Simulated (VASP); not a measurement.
Set up this calculation in VASP 6.6.1, as the native input.

```
Task                   : single point
Functional             : PBE
Potentials or basis    : VASP PAW PBE potentials, release 64 (Y_sv, Zr_sv, F)
Cutoff                 : 520 eV
k mesh                 : 6 × 6 × 6
Occupations            : gaussian, width 0.1 eV
Spin                   : no spin polarisation
Dipole correction      : no
Further INCAR settings : ALGO = Normal; EDIFF = 1e-06; NBANDS = 41
```

The structure of Y3Zr2F lies in POSCAR:

```
Y3Zr2F
1.0
    2.8614642900      1.6520671800      4.6028265200
   -2.8614642900      1.6520671800      4.6028265200
    0.0000000000     -3.3041343600      4.6028265200
Y Zr F
3 2 1
Direct
    0.0000000000      0.5000000000      0.0000000000
    0.5000000000      0.0000000000      0.0000000000
    0.0000000000      0.0000000000      0.5000000000
    0.6289240100      0.6289240100      0.6289240100
    0.3710759900      0.3710759900      0.3710759900
    0.0000000000      0.0000000000      0.0000000000
```

The cell was generated, and may not be a known phase.

These files were run (other wordings do the same):

INCAR

```
SYSTEM = Y3Zr2F
ALGO     = Normal         ! electronic algorithm
EDIFF    = 1E-6           ! SCF threshold, eV
ENCUT    = 520            ! plane-wave cutoff, eV
GGA      = PE             ! functional
ISIF     = 2              ! what is computed and relaxed
ISMEAR   = 0              ! smearing method
LASPH    = .True.         ! aspherical terms in the spheres
LCHARG   = .False.        ! write CHGCAR
LREAL    = .False.        ! projectors in reciprocal space
LWAVE    = .False.        ! write WAVECAR
NBANDS   = 41             ! bands
NELM     = 60             ! most SCF steps
PREC     = Accurate       ! precision mode
SIGMA    = 0.1            ! smearing width, eV
```

KPOINTS

```
k-points
0
Gamma
  6 6 6
  0 0 0
```

Potentials or basis: VASP PAW PBE potentials, release 64 (Y_sv, Zr_sv, F).

Run with:

```bash
$ cat potpaw_PBE.64/Y_sv/POTCAR potpaw_PBE.64/Zr_sv/POTCAR potpaw_PBE.64/F/POTCAR > POTCAR
$ mpirun -np 1 vasp_std > vasp.out
```

Results of the run:

| Item | Value |
| --- | --- |
| Pressure | 9.1 GPa |
| Largest force | 0.489 eV/Å |
| Band gap on the k mesh | zero (bands 32 and 33 overlap by 0.37 eV) |

Caveat: the stress differs along the axes, from -3 to 15 GPa.

Wall time 5.1 min on 1 thread of Oxide Virtual Turin-like Processor, on a shared host, peak memory 0.33 GiB.
